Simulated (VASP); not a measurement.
# MnS (P6_3mc) in VASP: single point with PBE

Aim: the single point of MnS with PBE.

Program: VASP 6.6.1. These are calculated values, not measurements. Logs are shortened: lines on timing, memory, paths and dates and some standing lists are left out, and cuts for length are marked.

### Step 1. The cell of the first run

It takes space group P6_3mc (No. 186, hexagonal). Conventional cell: a = 3.990 Å, b = 3.990 Å, c = 6.388 Å, α = 90.00°, β = 90.00°, γ = 120.00°. Within 3.2 Å of Mn (site symmetry 3m) lie 4 S at 2.43 Å. Within 3.2 Å of S (site symmetry 3m) lie 4 Mn at 2.43 Å.

### Step 2. Single point, PBE, collinear spin, antiferromagnetic start

The input, INCAR:

```
PREC = Accurate
ENCUT = 520
EDIFF = 1E-6
ISMEAR = 0
SIGMA = 0.05
LREAL = F
LASPH = T
NELM = 150
ALGO = Normal
ISIF = 2
LWAVE = F
LCHARG = F
ISPIN = 2
MAGMOM = 4.45 -4.45 0 0
LORBIT = 11
LMAXMIX = 4
GGA = PE
NBANDS = 31
```

The input, KPOINTS:

```
Automatic mesh
0
Gamma
  8 8 4
```

The input, POSCAR:

```
MnS
1.0
    3.9897258889     -0.0000000001      0.0000000000
   -1.9948629444      3.4552039739      0.0000000000
    0.0000000000      0.0000000000      6.3878256571
Mn S
2 2
Direct
    0.3333333333      0.6666666667      0.0020232961
    0.6666666667      0.3333333333      0.5020232961
    0.3333333333      0.6666666667      0.3829767039
    0.6666666667      0.3333333333      0.8829767039
```

Potentials or basis: VASP PAW PBE potentials, release 64 (Mn_pv, S).

Launch:

```sh
$ cat potpaw_PBE.64/Mn_pv/POTCAR potpaw_PBE.64/S/POTCAR > POTCAR
$ mpirun -np 1 vasp_std > vasp.out
```

OUTCAR:

```text
PREC = Accurate
   ENCUT = 520
   EDIFF = 1E-6
   ISMEAR = 0
   LREAL = F
   LASPH = T
   NELM = 150
   ISIF = 2
   ISPIN = 2
   LORBIT = 11
   GGA = PE

 ion  position               nearest neighbor table
   1  0.333  0.667  0.002-   4 2.43   4 2.43   4 2.43   3 2.43
   2  0.667  0.333  0.502-   3 2.43   3 2.43   3 2.43   4 2.43
   3  0.333  0.667  0.383-   2 2.43   2 2.43   2 2.43   1 2.43
   4  0.667  0.333  0.883-   1 2.43   1 2.43   1 2.43   2 2.43

  LATTYP: Found a hexagonal cell.
 ALAT       =     3.9897258889
 C/A-ratio  =     1.6010688040

  Lattice vectors:

 A1 = (   3.9897258889,  -0.0000000001,   0.0000000000)
 A2 = (  -1.9948629444,   3.4552039739,   0.0000000000)
 A3 = (   0.0000000000,   0.0000000000,   6.3878256571)

Analysis of symmetry for initial positions (statically):
=====================================================================
 Subroutine PRICEL returns:
 Original cell was already a primitive cell.

 Routine SETGRP: Setting up the symmetry group for a
 hexagonal supercell.

 Subroutine GETGRP returns: Found 12 space group operations
 (whereof  6 operations were pure point group operations)
 out of a pool of 24 trial point group operations.

The static configuration has the point symmetry C_3v.
 The point group associated with its full space group is C_6v.

Analysis of symmetry for dynamics (positions and initial velocities):
=====================================================================
 Subroutine PRICEL returns:
 Original cell was already a primitive cell.

 Routine SETGRP: Setting up the symmetry group for a
 hexagonal supercell.

 Subroutine GETGRP returns: Found 12 space group operations
 (whereof  6 operations were pure point group operations)
 out of a pool of 24 trial point group operations.

The dynamic configuration has the point symmetry C_3v.
 The point group associated with its full space group is C_6v.

Analysis of structural, dynamic, and magnetic symmetry:
=====================================================================
 Subroutine PRICEL returns:
 Original cell was already a primitive cell.

 Routine SETGRP: Setting up the symmetry group for a
 hexagonal supercell.

 Subroutine GETGRP returns: Found 12 space group operations
 (whereof  6 operations were pure point group operations)
 out of a pool of 24 trial point group operations.

The overall configuration has the point symmetry C_3v.
 The point group associated with its full space group is C_6v.

 Subroutine INISYM returns: Found 12 space group operations
 (whereof  6 operations are pure point group operations),
 and found     1 'primitive' translations

----------------------------------------------------------------------------------------

                                     Primitive cell

  volume of cell :      88.0582

  direct lattice vectors                    reciprocal lattice vectors
     3.989725889 -0.000000000  0.000000000     0.250643786  0.144709257  0.000000000
    -1.994862944  3.455203974  0.000000000     0.000000000  0.289418514  0.000000000
     0.000000000  0.000000000  6.387825657     0.000000000  0.000000000  0.156547792

  length of vectors
     3.989725889  3.989725889  6.387825657     0.289418514  0.289418514  0.156547792

  position of ions in fractional coordinates (direct lattice)
     0.333333333  0.666666667  0.002023296
     0.666666667  0.333333333  0.502023296
     0.333333333  0.666666667  0.382976704
     0.666666667  0.333333333  0.882976704

  ion indices of the primitive-cell ions
   primitive index   ion index
                 1           1
                 2           2
                 3           3
                 4           4

----------------------------------------------------------------------------------------

 KPOINTS: Automatic mesh

Automatic generation of k-mesh.
 Grid dimensions read from file:
 generate k-points for:    8    8    4

 Generating k-lattice:

  Cartesian coordinates                     Fractional coordinates (reciprocal lattice)
     0.031330473  0.018088657  0.000000000     0.125000000  0.000000000  0.000000000
     0.000000000  0.036177314  0.000000000     0.000000000  0.125000000  0.000000000
     0.000000000  0.000000000  0.039136948     0.000000000  0.000000000  0.250000000

  Length of vectors
     0.036177314  0.036177314  0.039136948

  Shift w.r.t. Gamma in fractional coordinates (k-lattice)
     0.000000000  0.000000000  0.000000000

 Subroutine IBZKPT returns following result:
 ===========================================

 Found     30 irreducible k-points:

 Following reciprocal coordinates:
            Coordinates               Weight
  0.000000  0.000000  0.000000      1.000000
  0.125000  0.000000  0.000000      6.000000
  0.250000  0.000000  0.000000      6.000000
  0.375000  0.000000  0.000000      6.000000
  0.500000  0.000000  0.000000      3.000000
  0.125000  0.125000  0.000000      6.000000
[... 16 lines left out ...]
  0.250000  0.000000  0.500000      6.000000
  0.375000  0.000000  0.500000      6.000000
 [... further k-points ...]
   k-points           NKPTS =     30   k-points in BZ     NKDIM =     30   number of bands    NBANDS=     31
   number of dos      NEDOS =    301   number of ions     NIONS =      4
   total plane-waves  NPLWV =  43200
   dimension x,y,z NGX =    30 NGY =   30 NGZ =   48
   dimension x,y,z NGXF=    60 NGYF=   60 NGZF=   96
   ions per type =               2   2
   NGX,Y,Z   is equivalent  to a cutoff of  12.50, 12.50, 12.49 a.u.
   NGXF,Y,Z  is equivalent  to a cutoff of  25.00, 25.00, 24.98 a.u.
 SYSTEM =  unknown system
   PREC   = accura    normal or accurate (medium, high low for compatibility)
   ISTART =      0    job   : 0-new  1-cont  2-samecut
   ICHARG =      2    charge: 1-file 2-atom 10-const
   ISPIN  =      2    spin polarized calculation?
   LNONCOLLINEAR =      F non collinear calculations
   LSORBIT =      F    spin-orbit coupling
   LASPH  =      T    aspherical Exc in radial PAW
   ENCUT  =  520.0 eV  38.22 Ry    6.18 a.u.   7.42  7.42 11.88*2*pi/ulx,y,z
   NELM   =    150;   NELMIN=  2; NELMDL= -5     # of ELM steps
   EDIFF  = 0.1E-05   stopping-criterion for ELM
   LREAL  =      F    real-space projection
   EDIFFG = 0.1E-04   stopping-criterion for IOM
   NSW    =      0    number of steps for IOM
   IBRION =     -1    ionic relax: 0-MD 1-quasi-New 2-CG
   NFREE  =      0    steps in history (QN), initial steepest desc. (CG)
   ISIF   =      2    stress and relaxation
   ISYM   =      2    0-nonsym 1-usesym 2-fastsym
   POTIM  = 0.5000    time-step for ionic-motion
   TEBEG  =    0.0;   TEEND  =   0.0 temperature during run
   PSTRESS=    0.0 pullay stress
   NELECT =      38.0000    total number of electrons
   NUPDOWN=      -1.0000    fix difference up-down
   EMIN   =  10.00;   EMAX   =-10.00  energy-range for DOS
   EFERMI =   0.00;   METHOD = LEGACY
   ISMEAR =     0;   SIGMA  =   0.05  broadening in eV -4-tet -1-fermi 0-gaus
   EFERMI_NEDOS =   21; number of points for ismear=-14 and -15
   IALGO  =     38    algorithm
   IMIX   =      4    mixing-type and parameters
     AMIX     =   0.40;   BMIX     =  1.00
     AMIX_MAG =   1.60;   BMIX_MAG =  1.00
  volume/ion in A,a.u.               =      22.01       148.56
  Fermi-wavevector in a.u.,A,eV,Ry     =   1.237123  2.337823 20.823342  1.530472
  Thomas-Fermi vector in A             =   2.371703
   LORBIT       =     11    0 simple, 1 ext, 2 COOP (PROOUT), +10 PAW based schemes
   GGA     = PE    functional components
   LHFCALC =     F    Hartree Fock is set to
   AEXX    =    0.0000 exact exchange contribution
   IVDW    =     0    specifies the selected vdW correction
   LEPSILON=     F    determine dielectric tensor
   LRPA    =     F    only Hartree local field effects (RPA)
 spin polarized calculation
 Gauss-broadening in eV      SIGMA  =   0.05
  energy-cutoff  :      520.00
  volume of cell :       88.06
 maximum number of plane-waves:      2400
 NGX is ok and might be reduce to    30
   NGX = 15   NGY = 15   NGZ = 23

 number of electron      37.9999987 magnetization       0.0000000

 number of electron      37.9999987 magnetization      -0.0000000

 Free energy of the ion-electron system (eV)
  ---------------------------------------------------
  ext. energy  EPLUGINS =         0.00000000
  ---------------------------------------------------
  free energy    TOTEN  =       -28.57395689 eV

  energy without entropy =      -28.57395689  energy(sigma->0) =      -28.57395689

 E-fermi :   4.3751     XC(G=0):  -9.2956

 val. band max:        4.0536860378   @ k =   0.0000   0.0000   0.0000
 cond. band min:       4.8569075034   @ k =   0.3750   0.2500   0.5000
 fundamental gap:      0.8032214656
 Fermi energy:         4.3750807135

 spin component 1

 k-point     1 :       0.0000    0.0000    0.0000
  band No.  band energies     occupation
      1     -46.1527      1.00000
      2     -46.1527      1.00000
      3     -46.1158      1.00000
      4     -41.6732      1.00000
      5     -41.6639      1.00000
      6     -41.6639      1.00000
[... 805 lines left out ...]
     30      12.2291      0.00000
     31      12.3023      0.00000

 [... further k-points ...]

 spin component 2

 k-point     1 :       0.0000    0.0000    0.0000
  band No.  band energies     occupation
      1     -46.1527      1.00000
      2     -46.1527      1.00000
      3     -46.1158      1.00000
      4     -41.6732      1.00000
      5     -41.6639      1.00000
      6     -41.6639      1.00000
[... 805 lines left out ...]
     30      12.2291      0.00000
     31      12.3023      0.00000

 [... further k-points ...]

------------------------ aborting loop because EDIFF is reached ----------------------------------------

  FORCE on cell =-STRESS in cart. coord.  units (eV):
  Direction    XX          YY          ZZ          XY          YZ          ZX
  --------------------------------------------------------------------------------------
  -------------------------------------------------------------------------------------
  Total       -0.2845703     -0.2845703     -2.0542388      0.0000000      0.0000000      0.0000000
  in kB       -5.1776223     -5.1776223    -37.3759039      0.0000000      0.0000000      0.0000000
  external PRESSURE =     -15.9103828 kB  Pullay stress =       0.0000000 kB

 VOLUME and BASIS-vectors are now :
 -----------------------------------------------------------------------------
  energy-cutoff  :      520.00
  volume of cell :       88.06
      direct lattice vectors                 reciprocal lattice vectors
     3.989725889 -0.000000000  0.000000000     0.250643786  0.144709257  0.000000000
    -1.994862944  3.455203974  0.000000000     0.000000000  0.289418514  0.000000000
     0.000000000  0.000000000  6.387825657     0.000000000  0.000000000  0.156547792

 POSITION                                       TOTAL-FORCE (eV/Angst)
 -----------------------------------------------------------------------------------
     -0.00000      2.30347      0.01292        -0.000000     -0.000000      0.378796
      1.99486      1.15173      3.20684        -0.000000     -0.000000      0.378796
     -0.00000      2.30347      2.44639         0.000000      0.000000     -0.378796
      1.99486      1.15173      5.64030         0.000000     -0.000000     -0.378796
 -----------------------------------------------------------------------------------
    total drift:                               -0.000001     -0.000002     -0.002643

  FREE ENERGIE OF THE ION-ELECTRON SYSTEM (eV)
  ---------------------------------------------------
  free  energy   TOTEN  =       -28.5739568945 eV

  energy  without entropy=      -28.5739568945  energy(sigma->0) =      -28.57395689

 total charge

# of ion       s       p       d       tot
------------------------------------------
    1        0.256   6.200   4.929  11.384
    2        0.256   6.200   4.929  11.384
    3        1.314   2.437   0.000   3.751
    4        1.314   2.437   0.000   3.751
--------------------------------------------------
tot          3.139  17.275   9.857  30.271

 magnetization (x)

# of ion       s       p       d       tot
------------------------------------------
    1        0.034   0.049   4.117   4.200
    2       -0.034  -0.049  -4.117  -4.200
    3       -0.005  -0.028   0.000  -0.033
    4        0.005   0.028   0.000   0.033
--------------------------------------------------
tot          0.000   0.000   0.000   0.000
```

Wall time 2.5 min (1 thread of AMD EPYC 7R43 (Zen 3), shared host); peak memory 0.26 GiB.

Results:

| Item | Value |
| --- | --- |
| Free energy | -28.5740 eV |
| Pressure | -1.6 GPa |
| Largest force | 0.379 eV/Å |
| Band gap on the k mesh | 0.80 eV (least direct gap 1.44 eV) |
| Net moment | 0.00 μB per cell |
| Site moments | Mn +4.20, -4.20; S -0.03, +0.03 μB |
| Valence electrons inside the program's atomic spheres | Mn 11.38; S 3.75 |

Forces in eV/Å, atoms in the order of the input:
```
Mn   0.000  0.000  0.379
Mn   0.000  0.000  0.379
S    0.000  0.000 -0.379
S    0.000  0.000 -0.379
```

Stress tensor (GPa, compression positive):
```
-0.52  0.00  0.00
 0.00 -0.52  0.00
 0.00  0.00 -3.74
```

Caveat: the antiferromagnetic order is the one typed at the start, and another may lie lower. As with any semilocal functional, this PBE gap is likely too small.
